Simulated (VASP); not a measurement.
# LaLu2N3 (P-4m2) in VASP: notebook

The runs below take LaLu2N3 through single point, relaxation of cell and atoms, with PBE.

All numbers are computed with VASP 6.6.1; they aren't measurements. Logs are shortened: lines on timing, memory, paths and dates and some standing lists are left out, and cuts for length are marked.

## (1) The cell of the first run

Symmetry: P-4m2, No. 115, tetragonal system. Conventional cell: a = 3.646 Å, b = 3.646 Å, c = 8.031 Å, α = 90.00°, β = 90.00°, γ = 90.00°. Within 3.4 Å of La (site symmetry -4m2) lie 4 N at 2.58 Å and 4 Lu at 2.79 Å. Lu (site symmetry 2mm) has 7 N at 2.74 to 2.88 Å and 2 La at 2.79 Å within 3.6 Å. Within 3.4 Å of N (site symmetry -4m2) lie 4 La at 2.58 Å and 4 Lu at 2.79 Å. Within 3.6 Å of N (site symmetry 2mm) lie 5 Lu at 2.74 to 2.88 Å and 6 N at 3.23 to 3.55 Å and 2 La at 3.55 Å.

## (2) Single point, PBE

Input file INCAR:

```
SYSTEM = LaLu2N3
  PREC = Accurate
  ENCUT = 520
  EDIFF = 1E-6
  ISMEAR = 0
  SIGMA = 0.1
  LREAL = .FALSE.
  LASPH = .TRUE.
  NELM = 100
  ALGO = Normal
  ISIF = 2
  LWAVE = .FALSE.
  LCHARG = .TRUE.
  GGA = PE
  LELF = .TRUE.
  LVHAR = .TRUE.
  NBANDS = 47
```

Input file KPOINTS:

```
regular mesh
0
G
  6 6 2
  0 0 0
```

Input file POSCAR:

```
LaLu2N3
1.0
    3.6456575600      0.0000000000      0.0000000000
    0.0000000000      3.6456575600      0.0000000000
    0.0000000000      0.0000000000      8.0314583400
La Lu N
1 2 3
Direct
    0.0000000000      0.0000000000      0.0000000000
    0.0000000000      0.5000000000      0.7376120100
    0.5000000000      0.0000000000      0.2623879900
    0.5000000000      0.5000000000      0.0000000000
    0.0000000000      0.5000000000      0.3786259900
    0.5000000000      0.0000000000      0.6213740100
```

Potentials or basis: VASP PAW PBE potentials, release 64 (La, Lu, N).

Started as:

```
$ cat potpaw_PBE.64/La/POTCAR potpaw_PBE.64/Lu/POTCAR potpaw_PBE.64/N/POTCAR > POTCAR
$ mpirun -np 1 vasp_std > vasp.out
```

OUTCAR:

```text
SYSTEM = LaLu2N3
   PREC = Accurate
   ENCUT = 520
   EDIFF = 1E-6
   ISMEAR = 0
   LREAL = .FALSE.
   LASPH = .TRUE.
   NELM = 100
   ISIF = 2
   GGA = PE

 ion  position               nearest neighbor table
   1  0.000  0.000  0.000-   4 2.58   4 2.58   4 2.58   4 2.58   3 2.79   3 2.79   2 2.79   2 2.79

   2  0.000  0.500  0.738-   6 2.74   6 2.74   6 2.74   6 2.74   4 2.79   4 2.79   1 2.79   1 2.79

   3  0.500  0.000  0.262-   5 2.74   5 2.74   5 2.74   5 2.74   4 2.79   1 2.79   1 2.79   4 2.79

   4  0.500  0.500  0.000-   1 2.58   1 2.58   1 2.58   1 2.58   3 2.79   3 2.79   2 2.79   2 2.79

   5  0.000  0.500  0.379-   3 2.74   3 2.74   3 2.74   3 2.74
   6  0.500  0.000  0.621-   2 2.74   2 2.74   2 2.74   2 2.74

  LATTYP: Found a simple tetragonal cell.
 ALAT       =     3.6456575600
 C/A-ratio  =     2.2030204998

  Lattice vectors:

 A1 = (   3.6456575600,   0.0000000000,   0.0000000000)
 A2 = (   0.0000000000,   3.6456575600,   0.0000000000)
 A3 = (   0.0000000000,   0.0000000000,   8.0314583400)

Analysis of symmetry for initial positions (statically):
=====================================================================
 Subroutine PRICEL returns:
 Original cell was already a primitive cell.

 Routine SETGRP: Setting up the symmetry group for a
 simple tetragonal supercell.

 Subroutine GETGRP returns: Found  8 space group operations
 (whereof  8 operations were pure point group operations)
 out of a pool of 16 trial point group operations.

The static configuration has the point symmetry D_2d.

Analysis of symmetry for dynamics (positions and initial velocities):
=====================================================================
 Subroutine PRICEL returns:
 Original cell was already a primitive cell.

 Routine SETGRP: Setting up the symmetry group for a
 simple tetragonal supercell.

 Subroutine GETGRP returns: Found  8 space group operations
 (whereof  8 operations were pure point group operations)
 out of a pool of 16 trial point group operations.

The dynamic configuration has the point symmetry D_2d.

 Subroutine INISYM returns: Found  8 space group operations
 (whereof  8 operations are pure point group operations),
 and found     1 'primitive' translations

----------------------------------------------------------------------------------------

                                     Primitive cell

  volume of cell :     106.7447

  direct lattice vectors                    reciprocal lattice vectors
     3.645657560  0.000000000  0.000000000     0.274298939  0.000000000  0.000000000
     0.000000000  3.645657560  0.000000000     0.000000000  0.274298939  0.000000000
     0.000000000  0.000000000  8.031458340     0.000000000  0.000000000  0.124510389

  length of vectors
     3.645657560  3.645657560  8.031458340     0.274298939  0.274298939  0.124510389

  position of ions in fractional coordinates (direct lattice)
     0.000000000  0.000000000  0.000000000
     0.000000000  0.500000000  0.737612010
     0.500000000  0.000000000  0.262387990
     0.500000000  0.500000000  0.000000000
     0.000000000  0.500000000  0.378625990
     0.500000000  0.000000000  0.621374010

  ion indices of the primitive-cell ions
   primitive index   ion index
                 1           1
                 2           2
                 3           3
                 4           4
                 5           5
                 6           6

----------------------------------------------------------------------------------------

 KPOINTS: regular mesh

Automatic generation of k-mesh.
 Grid dimensions read from file:
 generate k-points for:    6    6    2

 Generating k-lattice:

  Cartesian coordinates                     Fractional coordinates (reciprocal lattice)
     0.045716490  0.000000000  0.000000000     0.166666667  0.000000000  0.000000000
     0.000000000  0.045716490  0.000000000     0.000000000  0.166666667  0.000000000
     0.000000000  0.000000000  0.062255194     0.000000000  0.000000000  0.500000000

  Length of vectors
     0.045716490  0.045716490  0.062255194

  Shift w.r.t. Gamma in fractional coordinates (k-lattice)
     0.000000000  0.000000000  0.000000000

 Subroutine IBZKPT returns following result:
 ===========================================

 Found     20 irreducible k-points:

 Following reciprocal coordinates:
            Coordinates               Weight
  0.000000  0.000000  0.000000      1.000000
  0.166667  0.000000  0.000000      4.000000
  0.333333  0.000000  0.000000      4.000000
  0.500000  0.000000  0.000000      2.000000
  0.166667  0.166667  0.000000      4.000000
  0.333333  0.166667  0.000000      8.000000
[... 12 lines left out ...]
  0.500000  0.333333  0.500000      4.000000
  0.500000  0.500000  0.500000      1.000000
   k-points           NKPTS =     20   k-points in BZ     NKDIM =     20   number of bands    NBANDS=     47
   number of dos      NEDOS =    301   number of ions     NIONS =      6
   total plane-waves  NPLWV =  47040
   dimension x,y,z NGX =    28 NGY =   28 NGZ =   60
   dimension x,y,z NGXF=    56 NGYF=   56 NGZF=  120
   ions per type =               1   2   3
   NGX,Y,Z   is equivalent  to a cutoff of  12.77, 12.77, 12.42 a.u.
   NGXF,Y,Z  is equivalent  to a cutoff of  25.54, 25.54, 24.84 a.u.
 SYSTEM =  LaLu2N3
   PREC   = accura    normal or accurate (medium, high low for compatibility)
   ISTART =      0    job   : 0-new  1-cont  2-samecut
   ICHARG =      2    charge: 1-file 2-atom 10-const
   ISPIN  =      1    spin polarized calculation?
   LNONCOLLINEAR =      F non collinear calculations
   LSORBIT =      F    spin-orbit coupling
   LASPH  =      T    aspherical Exc in radial PAW
   ENCUT  =  520.0 eV  38.22 Ry    6.18 a.u.   6.78  6.78 14.93*2*pi/ulx,y,z
   NELM   =    100;   NELMIN=  2; NELMDL= -5     # of ELM steps
   EDIFF  = 0.1E-05   stopping-criterion for ELM
   LREAL  =      F    real-space projection
   EDIFFG = 0.1E-04   stopping-criterion for IOM
   NSW    =      0    number of steps for IOM
   IBRION =     -1    ionic relax: 0-MD 1-quasi-New 2-CG
   NFREE  =      0    steps in history (QN), initial steepest desc. (CG)
   ISIF   =      2    stress and relaxation
   ISYM   =      2    0-nonsym 1-usesym 2-fastsym
   POTIM  = 0.5000    time-step for ionic-motion
   TEBEG  =    0.0;   TEEND  =   0.0 temperature during run
   PSTRESS=    0.0 pullay stress
   NELECT =      76.0000    total number of electrons
   NUPDOWN=      -1.0000    fix difference up-down
   EMIN   =  10.00;   EMAX   =-10.00  energy-range for DOS
   EFERMI =   0.00;   METHOD = LEGACY
   ISMEAR =     0;   SIGMA  =   0.10  broadening in eV -4-tet -1-fermi 0-gaus
   EFERMI_NEDOS =   21; number of points for ismear=-14 and -15
   IALGO  =     38    algorithm
   IMIX   =      4    mixing-type and parameters
     AMIX     =   0.40;   BMIX     =  1.00
     AMIX_MAG =   1.60;   BMIX_MAG =  1.00
  volume/ion in A,a.u.               =      17.79       120.06
  Fermi-wavevector in a.u.,A,eV,Ry     =   1.461831  2.762461 29.074987  2.136951
  Thomas-Fermi vector in A             =   2.578117
   LORBIT       =      0    0 simple, 1 ext, 2 COOP (PROOUT), +10 PAW based schemes
   GGA     = PE    functional components
   LHFCALC =     F    Hartree Fock is set to
   AEXX    =    0.0000 exact exchange contribution
   IVDW    =     0    specifies the selected vdW correction
   LEPSILON=     F    determine dielectric tensor
   LRPA    =     F    only Hartree local field effects (RPA)
 non-spin polarized calculation
 Gauss-broadening in eV      SIGMA  =   0.10
  energy-cutoff  :      520.00
  volume of cell :      106.74
 maximum number of plane-waves:      2920
 NGX is ok and might be reduce to    28
   NGX = 13   NGY = 13   NGZ = 29

 number of electron      75.9999980 magnetization

 Free energy of the ion-electron system (eV)
  ---------------------------------------------------
  ext. energy  EPLUGINS =         0.00000000
  ---------------------------------------------------
  free energy    TOTEN  =       -36.97092014 eV

  energy without entropy =      -36.96186932  energy(sigma->0) =      -36.96639473

 E-fermi :   4.4123     XC(G=0): -10.9477

 val. band max:        4.3491215383   @ k =   0.1667   0.0000   0.0000
 cond. band min:       4.4319090892   @ k =   0.1667   0.0000   0.0000
 fundamental gap:      0.0827875508
 Fermi energy:         4.4122881092

 k-point     1 :       0.0000    0.0000    0.0000
  band No.  band energies     occupation
      1     -52.0962      2.00000
      2     -52.0956      2.00000
      3     -28.4385      2.00000
      4     -23.0153      2.00000
      5     -22.8186      2.00000
      6     -22.7458      2.00000
[... 39 lines left out ...]
     46       6.7177      0.00000
     47       6.7380      0.00000

 k-point     2 :       0.1667    0.0000    0.0000
  band No.  band energies     occupation
      1     -52.0950      2.00000
      2     -52.0944      2.00000
      3     -28.4098      2.00000
      4     -23.0107      2.00000
      5     -22.8699      2.00000
      6     -22.7468      2.00000
[... 39 lines left out ...]
     46       6.7289      0.00000
     47       6.7425      0.00000

 k-point     3 :       0.3333    0.0000    0.0000
  band No.  band energies     occupation
      1     -52.0927      2.00000
      2     -52.0919      2.00000
      3     -28.3515      2.00000
      4     -23.0020      2.00000
      5     -22.9509      2.00000
      6     -22.7693      2.00000
[... 39 lines left out ...]
     46       6.8615      0.00000
     47       6.9577      0.00000

 k-point     4 :       0.5000    0.0000    0.0000
  band No.  band energies     occupation
      1     -52.0916      2.00000
      2     -52.0906      2.00000
      3     -28.3218      2.00000
      4     -22.9924      2.00000
      5     -22.9919      2.00000
      6     -22.7851      2.00000
[... 739 lines left out ...]
     46       6.9938      0.00000
     47       7.1006      0.00000

 k-point    19 :       0.5000    0.3333    0.5000
  band No.  band energies     occupation
      1     -52.0877      2.00000
      2     -52.0874      2.00000
      3     -28.2436      2.00000
      4     -22.9772      2.00000
      5     -22.9738      2.00000
      6     -22.9157      2.00000
[... 39 lines left out ...]
     46       7.0608      0.00000
     47       7.0692      0.00000

 k-point    20 :       0.5000    0.5000    0.5000
  band No.  band energies     occupation
      1     -52.0864      2.00000
      2     -52.0864      2.00000
      3     -28.2170      2.00000
      4     -22.9720      2.00000
      5     -22.9720      2.00000
      6     -22.9478      2.00000
[... 39 lines left out ...]
     46       7.1548      0.00000
     47       7.1552      0.00000

------------------------ aborting loop because EDIFF is reached ----------------------------------------

  FORCE on cell =-STRESS in cart. coord.  units (eV):
  Direction    XX          YY          ZZ          XY          YZ          ZX
  --------------------------------------------------------------------------------------
  -------------------------------------------------------------------------------------
  Total       -9.8657056     -9.8657056     -3.5144757      0.0000000      0.0000000     -0.0000000
  in kB     -148.0786943   -148.0786943    -52.7503050      0.0000000      0.0000000     -0.0000000
  external PRESSURE =    -116.3025645 kB  Pullay stress =       0.0000000 kB

 VOLUME and BASIS-vectors are now :
 -----------------------------------------------------------------------------
  energy-cutoff  :      520.00
  volume of cell :      106.74
      direct lattice vectors                 reciprocal lattice vectors
     3.645657560  0.000000000  0.000000000     0.274298939  0.000000000  0.000000000
     0.000000000  3.645657560  0.000000000     0.000000000  0.274298939  0.000000000
     0.000000000  0.000000000  8.031458340     0.000000000  0.000000000  0.124510389

 POSITION                                       TOTAL-FORCE (eV/Angst)
 -----------------------------------------------------------------------------------
      0.00000      0.00000      0.00000         0.000000     -0.000000      0.000000
      0.00000      1.82283      5.92410        -0.000000      0.000000     -6.673855
      1.82283      0.00000      2.10736         0.000000     -0.000000      6.673855
      1.82283      1.82283      0.00000         0.000000     -0.000000      0.000000
      0.00000      1.82283      3.04092         0.000000     -0.000000     -2.909443
      1.82283      0.00000      4.99054         0.000000     -0.000000      2.909443
 -----------------------------------------------------------------------------------
    total drift:                                0.000000      0.000000     -0.000000

  FREE ENERGIE OF THE ION-ELECTRON SYSTEM (eV)
  ---------------------------------------------------
  free  energy   TOTEN  =       -36.9709201431 eV

  energy  without entropy=      -36.9618693241  energy(sigma->0) =      -36.96639473
```

It took 2.5 min on 1 thread of Intel Xeon Platinum 8259CL at 2.50GHz (Skylake/Cascade Lake), shared host; peak memory 0.26 GiB.

What came out:

* Free energy: -36.9709 eV
* Pressure: -11.6 GPa
* Largest force: 6.674 eV/Å
* Band gap on the k mesh: zero (band 38 reaches 4.59 eV, above the bottom of band 39 at 4.43 eV)

Forces in eV/Å, atoms in the order of the input:
```
La   0.000  0.000  0.000
Lu   0.000  0.000 -6.674
Lu   0.000  0.000  6.674
N    0.000  0.000  0.000
N    0.000  0.000 -2.909
N    0.000  0.000  2.909
```

Levels at points of the mesh, in eV from the Fermi level:
```csv
k point,band 35,band 36,band 37,band 38,band 39,band 40,band 41,band 42
"(0.00, 0.00, 0.00)",-0.68,-0.68,-0.44,-0.19,0.29,0.29,0.80,0.80
"(0.50, 0.00, 0.00)",-1.33,-1.09,-0.76,-0.73,1.16,1.35,1.76,1.90
"(0.50, 0.50, 0.00)",-1.55,-1.55,-0.84,-0.61,0.63,1.17,1.17,2.23
"(0.00, 0.00, 0.50)",-0.61,-0.61,-0.38,0.18,0.18,0.42,0.88,0.88
"(0.50, 0.00, 0.50)",-1.01,-0.71,-0.60,-0.36,0.97,1.04,1.63,1.73
"(0.50, 0.50, 0.50)",-1.33,-1.33,-0.89,-0.61,0.13,0.13,0.72,2.27
```

Caveat: the k points lie up to 0.39 Å⁻¹ apart; spin-orbit coupling is left out, which moves the levels of the heavy elements; forces of over 1 eV/Å act on the atoms, so gaps and moduli don't describe the material at rest.

## (3) Single point, PBE

This run uses another cell than the first one, of 18.28 Å³/atom, 1.028 times its volume.

Input file INCAR:

```
SYSTEM = LaLu2N3
PREC = Accurate
ENCUT = 520
EDIFF = 1E-7
ISMEAR = 0
SIGMA = 0.1
LREAL = .False.
LASPH = .True.
NELM = 60
ALGO = Normal
ISIF = 2
LWAVE = .False.
LCHARG = .False.
GGA = PE
NBANDS = 47
```

Input file KPOINTS:

```
Automatic mesh
0
Gamma
  6 6 2
  0 0 0
```

Input file POSCAR:

```
LaLu2N3
1.0
    3.4002761127      0.0000000000      0.0000000000
    0.0000000000      3.4002761127      0.0000000000
    0.0000000000      0.0000000000      9.4886554331
La Lu N
1 2 3
Direct
    0.0000000000      0.0000000000      0.0000000000
    0.0000000000      0.5000000000      0.6198288596
    0.5000000000      0.0000000000      0.3801711404
    0.5000000000      0.5000000000      0.0000000000
    0.0000000000      0.5000000000      0.3848682719
    0.5000000000      0.0000000000      0.6151317281
```

Potentials or basis: VASP PAW PBE potentials, release 64 (La, Lu, N).

Started as:

```
$ cat potpaw_PBE.64/La/POTCAR potpaw_PBE.64/Lu/POTCAR potpaw_PBE.64/N/POTCAR > POTCAR
$ mpirun -np 1 vasp_std > vasp.out
```

OUTCAR:

```text
SYSTEM = LaLu2N3
   PREC = Accurate
   ENCUT = 520
   EDIFF = 1E-7
   ISMEAR = 0
   LREAL = .False.
   LASPH = .True.
   NELM = 60
   ISIF = 2
   GGA = PE

 ion  position               nearest neighbor table
   1  0.000  0.000  0.000-   4 2.40   4 2.40   4 2.40   4 2.40
   2  0.000  0.500  0.620-   5 2.23   6 2.40   6 2.40   6 2.40   6 2.40   3 3.31   3 3.31   3 3.31
                             3 3.31
   3  0.500  0.000  0.380-   6 2.23   5 2.40   5 2.40   5 2.40   5 2.40   2 3.31   2 3.31   2 3.31
                             2 3.31
   4  0.500  0.500  0.000-   1 2.40   1 2.40   1 2.40   1 2.40
[... 1204 lines left out ...]
  Total        0.2120934      0.2120934      0.3785125      0.0000000      0.0000000      0.0000000
  in kB        3.0974524      3.0974524      5.5278699      0.0000000      0.0000000      0.0000000
  external PRESSURE =       3.9075916 kB  Pullay stress =       0.0000000 kB

 VOLUME and BASIS-vectors are now :
 -----------------------------------------------------------------------------
  energy-cutoff  :      520.00
  volume of cell :      109.71
      direct lattice vectors                 reciprocal lattice vectors
     3.400276113  0.000000000  0.000000000     0.294093764  0.000000000  0.000000000
     0.000000000  3.400276113  0.000000000     0.000000000  0.294093764  0.000000000
     0.000000000  0.000000000  9.488655433     0.000000000  0.000000000  0.105389010

 POSITION                                       TOTAL-FORCE (eV/Angst)
 -----------------------------------------------------------------------------------
      0.00000      0.00000      0.00000        -0.000000      0.000000      0.000000
      0.00000      1.70014      5.88134         0.000000      0.000000      0.067745
      1.70014      0.00000      3.60731         0.000000      0.000000     -0.067745
      1.70014      1.70014      0.00000        -0.000000     -0.000000      0.000000
      0.00000      1.70014      3.65188        -0.000000      0.000000     -0.040952
      1.70014      0.00000      5.83677        -0.000000      0.000000      0.040952
 -----------------------------------------------------------------------------------
    total drift:                                0.000000      0.000000      0.000000

  FREE ENERGIE OF THE ION-ELECTRON SYSTEM (eV)
  ---------------------------------------------------
  free  energy   TOTEN  =       -45.7945579399 eV

  energy  without entropy=      -45.7863717342  energy(sigma->0) =      -45.79046484
```

stdout:

```text
POSCAR found type information on POSCAR LaLuN
 POSCAR found :  3 types and       6 ions
 scaLAPACK will be used
 LDA part: xc-table for (Slater+PW92), standard interpolation
 POSCAR, INCAR and KPOINTS ok, starting setup
 FFT: planning ... GRIDC
 FFT: planning ... GRID_SOFT
 FFT: planning ... GRID
 WAVECAR not read
 entering main loop
```

Wall time 2.7 min (1 thread of Intel Xeon Platinum 8259CL at 2.50GHz (Skylake/Cascade Lake), shared host); peak memory 0.29 GiB.

Results:

| Property | Result |
| --- | --- |
| Free energy | -45.7946 eV |
| Pressure | 0.4 GPa |
| Largest force | 0.068 eV/Å |
| Band gap on the k mesh | zero (band 38 reaches 4.87 eV, above the bottom of band 39 at 4.00 eV) |

Forces on the atoms (eV/Å):
```
La   0.000  0.000  0.000
Lu   0.000  0.000  0.068
Lu   0.000  0.000 -0.068
N    0.000  0.000  0.000
N    0.000  0.000 -0.041
N    0.000  0.000  0.041
```

Stress tensor (GPa, compression positive):
```
0.31 0.00 0.00
0.00 0.31 0.00
0.00 0.00 0.55
```

Caveat: spin-orbit coupling is left out, which moves the levels of the heavy elements.

(Part 1 of 2 ends here.)
